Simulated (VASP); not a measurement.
# PbO2 (Fm-3m) in VASP: relaxation of cell and atoms with r2SCAN

Aim: the relaxation of cell and atoms of PbO2 with r2SCAN.

Everything below comes from runs of VASP 6.6.1. Logs are shortened: lines on timing, memory, paths and dates and some standing lists are left out, and cuts for length are marked.

## 1. The cell of the first run

The structure is cubic, space group Fm-3m (No. 225). Conventional cell: a = 5.404 Å, b = 5.404 Å, c = 5.404 Å, α = 90.00°, β = 90.00°, γ = 90.00°. Pb (site symmetry m-3m) has 8 O at 2.34 Å within 3.1 Å. O (site symmetry -43m) has 4 Pb at 2.34 Å and 6 O at 2.70 Å within 3.1 Å.

## 2. Relaxation of cell and atoms, r2SCAN

POSCAR reads:

```
PbO2
1.0
    0.0000000000      2.7019920000      2.7019920000
    2.7019920000      0.0000000000      2.7019920000
    2.7019920000      2.7019920000      0.0000000000
Pb O
1 2
Direct
    0.0000000000      0.0000000000      0.0000000000
    0.2500000000      0.2500000000      0.2500000000
    0.7500000000      0.7500000000      0.7500000000
```

INCAR.step1 reads:

```
  ALGO = Normal
  EDIFF = 1E-4
  ENCUT = 600
  GGA = PE
  ISMEAR = 0
  LASPH = True
  LCHARG = False
  LREAL = False
  LWAVE = True
  NELM = 100
  PREC = Accurate
  SIGMA = 0.1
```

INCAR.step2 reads:

```
  ALGO = Normal
  EDIFF = 1E-6
  EDIFFG = -0.005
  ENCUT = 600
  IBRION = 2
  ISIF = 3
  ISMEAR = 0
  ISTART = 1
  LASPH = True
  LCHARG = False
  LMIXTAU = True
  LREAL = False
  LWAVE = False
  METAGGA = R2SCAN
  NELM = 100
  NSW = 100
  PREC = Accurate
  SIGMA = 0.1
```

KPOINTS reads:

```
k-points
0
Gamma
  14 14 14
```

Potentials or basis: VASP PAW PBE potentials, release 64 (Pb_d, O).

Launch:

```
$ cat potpaw_PBE.64/Pb_d/POTCAR potpaw_PBE.64/O/POTCAR > POTCAR
$ cp INCAR.step1 INCAR
$ mpirun -np 1 vasp_std > vasp.out
$ cp INCAR.step2 INCAR
$ mpirun -np 1 vasp_std > vasp.out
```

OUTCAR:

```text
EDIFF = 1E-6
   EDIFFG = -0.005
   ENCUT = 600
   IBRION = 2
   ISIF = 3
   ISMEAR = 0
   ISTART = 1
   LASPH = True
   LREAL = False
   METAGGA = R2SCAN
   NELM = 100
   NSW = 100
   PREC = Accurate

 ion  position               nearest neighbor table
   1  0.000  0.000  0.000-   3 2.34   3 2.34   3 2.34   2 2.34   2 2.34   2 2.34   3 2.34   2 2.34

   2  0.250  0.250  0.250-   1 2.34   1 2.34   1 2.34   1 2.34
   3  0.750  0.750  0.750-   1 2.34   1 2.34   1 2.34   1 2.34

  LATTYP: Found a face centered cubic cell.
 ALAT       =     5.4039840000

  Lattice vectors:

 A1 = (   0.0000000000,   2.7019920000,   2.7019920000)
 A2 = (   2.7019920000,   0.0000000000,   2.7019920000)
 A3 = (   2.7019920000,   2.7019920000,   0.0000000000)

Analysis of symmetry for initial positions (statically):
=====================================================================
 Subroutine PRICEL returns:
 Original cell was already a primitive cell.

 Routine SETGRP: Setting up the symmetry group for a
 face centered cubic supercell.

 Subroutine GETGRP returns: Found 48 space group operations
 (whereof 48 operations were pure point group operations)
 out of a pool of 48 trial point group operations.

The static configuration has the point symmetry O_h .

Analysis of symmetry for dynamics (positions and initial velocities):
=====================================================================
 Subroutine PRICEL returns:
 Original cell was already a primitive cell.

 Routine SETGRP: Setting up the symmetry group for a
 face centered cubic supercell.

 Subroutine GETGRP returns: Found 48 space group operations
 (whereof 48 operations were pure point group operations)
 out of a pool of 48 trial point group operations.

The dynamic configuration has the point symmetry O_h .

 Subroutine INISYM returns: Found 48 space group operations
 (whereof 48 operations are pure point group operations),
 and found     1 'primitive' translations

----------------------------------------------------------------------------------------

                                     Primitive cell

  volume of cell :      39.4532

  direct lattice vectors                    reciprocal lattice vectors
     0.000000000  2.701992000  2.701992000    -0.185048660  0.185048660  0.185048660
     2.701992000  0.000000000  2.701992000     0.185048660 -0.185048660  0.185048660
     2.701992000  2.701992000  0.000000000     0.185048660  0.185048660 -0.185048660

  length of vectors
     3.821193732  3.821193732  3.821193732     0.320513682  0.320513682  0.320513682

  position of ions in fractional coordinates (direct lattice)
     0.000000000  0.000000000  0.000000000
     0.250000000  0.250000000  0.250000000
     0.750000000  0.750000000  0.750000000

  ion indices of the primitive-cell ions
   primitive index   ion index
                 1           1
                 2           2
                 3           3

----------------------------------------------------------------------------------------

 KPOINTS: k-points

Automatic generation of k-mesh.
 Grid dimensions read from file:
 generate k-points for:   14   14   14

 Generating k-lattice:

  Cartesian coordinates                     Fractional coordinates (reciprocal lattice)
    -0.013217761  0.013217761  0.013217761     0.071428571  0.000000000  0.000000000
     0.013217761 -0.013217761  0.013217761     0.000000000  0.071428571  0.000000000
     0.013217761  0.013217761 -0.013217761     0.000000000  0.000000000  0.071428571

  Length of vectors
     0.022893834  0.022893834  0.022893834

  Shift w.r.t. Gamma in fractional coordinates (k-lattice)
     0.000000000  0.000000000  0.000000000

 Subroutine IBZKPT returns following result:
 ===========================================

 Found    104 irreducible k-points:

 Following reciprocal coordinates:
            Coordinates               Weight
  0.000000  0.000000  0.000000      1.000000
  0.071429  0.000000  0.000000      8.000000
  0.142857  0.000000  0.000000      8.000000
  0.214286  0.000000  0.000000      8.000000
  0.285714  0.000000  0.000000      8.000000
  0.357143  0.000000  0.000000      8.000000
[... 16 lines left out ...]
  0.214286  0.142857  0.000000     24.000000
  0.285714  0.142857  0.000000     24.000000
 [... further k-points ...]
   k-points           NKPTS =    104   k-points in BZ     NKDIM =    104   number of bands    NBANDS=     17
   number of dos      NEDOS =    301   number of ions     NIONS =      3
   total plane-waves  NPLWV =  32768
   dimension x,y,z NGX =    32 NGY =   32 NGZ =   32
   dimension x,y,z NGXF=    64 NGYF=   64 NGZF=   64
   ions per type =               1   2
   NGX,Y,Z   is equivalent  to a cutoff of  13.92, 13.92, 13.92 a.u.
   NGXF,Y,Z  is equivalent  to a cutoff of  27.84, 27.84, 27.84 a.u.
 SYSTEM =  unknown system
   PREC   = accura    normal or accurate (medium, high low for compatibility)
   ISTART =      1    job   : 0-new  1-cont  2-samecut
   ICHARG =      0    charge: 1-file 2-atom 10-const
   ISPIN  =      1    spin polarized calculation?
   LNONCOLLINEAR =      F non collinear calculations
   LSORBIT =      F    spin-orbit coupling
   LASPH  =      T    aspherical Exc in radial PAW
   ENCUT  =  600.0 eV  44.10 Ry    6.64 a.u.   7.63  7.63  7.63*2*pi/ulx,y,z
   NELM   =    100;   NELMIN=  2; NELMDL=  0     # of ELM steps
   EDIFF  = 0.1E-05   stopping-criterion for ELM
   LREAL  =      F    real-space projection
   EDIFFG = -.5E-02   stopping-criterion for IOM
   NSW    =    100    number of steps for IOM
   IBRION =      2    ionic relax: 0-MD 1-quasi-New 2-CG
   NFREE  =      1    steps in history (QN), initial steepest desc. (CG)
   ISIF   =      3    stress and relaxation
   ISYM   =      2    0-nonsym 1-usesym 2-fastsym
   POTIM  = 0.5000    time-step for ionic-motion
   TEBEG  =    0.0;   TEEND  =   0.0 temperature during run
   PSTRESS=    0.0 pullay stress
   NELECT =      26.0000    total number of electrons
   NUPDOWN=      -1.0000    fix difference up-down
   EMIN   =  10.00;   EMAX   =-10.00  energy-range for DOS
   EFERMI =   0.00;   METHOD = LEGACY
   ISMEAR =     0;   SIGMA  =   0.10  broadening in eV -4-tet -1-fermi 0-gaus
   EFERMI_NEDOS =   21; number of points for ismear=-14 and -15
   IALGO  =     38    algorithm
   IMIX   =      4    mixing-type and parameters
     AMIX     =   0.40;   BMIX     =  1.00
     AMIX_MAG =   1.60;   BMIX_MAG =  1.00
  volume/ion in A,a.u.               =      13.15        88.75
  Fermi-wavevector in a.u.,A,eV,Ry     =   1.424640  2.692180 27.614384  2.029600
  Thomas-Fermi vector in A             =   2.545110
   LORBIT       =      0    0 simple, 1 ext, 2 COOP (PROOUT), +10 PAW based schemes
   METAGGA = R2SCAN    functional components
   LHFCALC =     F    Hartree Fock is set to
   AEXX    =    0.0000 exact exchange contribution
   IVDW    =     0    specifies the selected vdW correction
   LEPSILON=     F    determine dielectric tensor
   LRPA    =     F    only Hartree local field effects (RPA)
 conjugate gradient relaxation of ions
 non-spin polarized calculation
 Gauss-broadening in eV      SIGMA  =   0.10
  energy-cutoff  :      600.00
  volume of cell :       39.45
 maximum number of plane-waves:      1363
   NGX = 15   NGY = 15   NGZ = 15

--------------------------------------- Ionic step        1  -------------------------------------------

 number of electron      25.9999996 magnetization

 Free energy of the ion-electron system (eV)
  ---------------------------------------------------
  ext. energy  EPLUGINS =         0.00000000
  ---------------------------------------------------
  free energy    TOTEN  =       -70.75809435 eV

  energy without entropy =      -70.75556893  energy(sigma->0) =      -70.75683164

------------------------ aborting loop because EDIFF is reached ----------------------------------------

  FORCE on cell =-STRESS in cart. coord.  units (eV):
  Direction    XX          YY          ZZ          XY          YZ          ZX
  --------------------------------------------------------------------------------------
  -------------------------------------------------------------------------------------
  Total       -1.4983815     -1.4983815     -1.4983815      0.0000000      0.0000000      0.0000000
  in kB      -60.8486326    -60.8486326    -60.8486326      0.0000000      0.0000000      0.0000000
  external PRESSURE =     -60.8486326 kB  Pullay stress =       0.0000000 kB
[... 59 lines left out ...]
  energy  without entropy=      -70.7705360094  energy(sigma->0) =      -70.77122397

--------------------------------------- Ionic step        3  -------------------------------------------

 number of electron      26.0000001 magnetization

 Free energy of the ion-electron system (eV)
  ---------------------------------------------------
  ext. energy  EPLUGINS =         0.00000000
  ---------------------------------------------------
  free energy    TOTEN  =       -70.79051094 eV

  energy without entropy =      -70.78862110  energy(sigma->0) =      -70.78956602

 E-fermi :   5.8588     XC(G=0): -12.1503

 val. band max:        5.8481204426   @ k =  -0.2857   0.5000   0.2143
 cond. band min:       5.8644564617   @ k =  -0.0714   0.0714   0.0000
 fundamental gap:      0.0163360191
 Fermi energy:         5.8587502985

 k-point     1 :       0.0000    0.0000    0.0000
  band No.  band energies     occupation
      1     -13.9716      2.00000
      2     -10.9706      2.00000
      3     -10.4041      2.00000
      4     -10.4041      2.00000
      5     -10.4041      2.00000
      6     -10.1047      2.00000
[... 9 lines left out ...]
     16      13.5930      0.00000
     17      13.5930      0.00000
[... 443 lines left out ...]
      1     -13.4140      2.00000
      2     -12.2235      2.00000
      3     -10.2996      2.00000
      4     -10.2759      2.00000
      5     -10.1345      2.00000
      6     -10.0748      2.00000
[... 9 lines left out ...]
     16      15.2576      0.00000
     17      15.4669      0.00000

 [... further k-points ...]

------------------------ aborting loop because EDIFF is reached ----------------------------------------

  FORCE on cell =-STRESS in cart. coord.  units (eV):
  Direction    XX          YY          ZZ          XY          YZ          ZX
  --------------------------------------------------------------------------------------
  -------------------------------------------------------------------------------------
  Total       -0.0056303     -0.0056303     -0.0056303      0.0000000     -0.0000000     -0.0000000
  in kB       -0.2384956     -0.2384956     -0.2384956      0.0000000     -0.0000000     -0.0000000
  external PRESSURE =      -0.2384956 kB  Pullay stress =       0.0000000 kB
[... 18 lines left out ...]
  FREE ENERGIE OF THE ION-ELECTRON SYSTEM (eV)
  ---------------------------------------------------
  free  energy   TOTEN  =       -70.7905109392 eV

  energy  without entropy=      -70.7886210966  energy(sigma->0) =      -70.78956602

 reached required accuracy - stopping structural energy minimisation
```

Run time: 23 min. Hardware: 1 thread of AMD EPYC 7R43 (Zen 3), shared host; peak memory 0.24 GiB.

Results:

```yaml
Free_energy: -70.7905 eV
Relaxed_volume: 12.61 Å³/atom
Relaxed_cell: a = 3.768 Å, b = 3.768 Å, c = 3.768 Å, α = 60.00°, β = 60.00°, γ = 60.00°
Space_group_after_relaxing_to_0.05_Å: Fm-3m (No. 225)
Energy_gained_by_relaxing: 10.8 meV/atom
Ionic_steps: 3
Pressure_after_relaxing: 0.0 GPa
Band_gap_on_the_k_mesh: zero (band 13 reaches 5.85 eV, above the bottom of band 14 at 4.52 eV)
```

Step by step:
```csv
step,energy change (eV),largest force (eV/Å),pressure (GPa),volume (Å³)
1,0.0000,0.0000,-6.08,39.45
2,-0.0138,0.0000,5.35,36.67
3,-0.0324,0.0000,-0.02,37.82
```

Final structure:
```cif
data_structure
_symmetry_space_group_name_H-M 'P 1'
_symmetry_Int_Tables_number 1
_cell_length_a 3.7678
_cell_length_b 3.7678
_cell_length_c 3.7678
_cell_angle_alpha 60.000
_cell_angle_beta 60.000
_cell_angle_gamma 60.000
_cell_volume 37.82
loop_
_atom_site_label
_atom_site_type_symbol
_atom_site_fract_x
_atom_site_fract_y
_atom_site_fract_z
_atom_site_occupancy
Pb1 Pb 0.00000 0.00000 0.00000 1
O1 O 0.25000 0.25000 0.25000 1
O2 O 0.75000 0.75000 0.75000 1
```

Caveat: the PAW data sets were made with another functional, which shifts forces and pressure a little; spin-orbit coupling is left out, which moves the levels of the heavy elements.
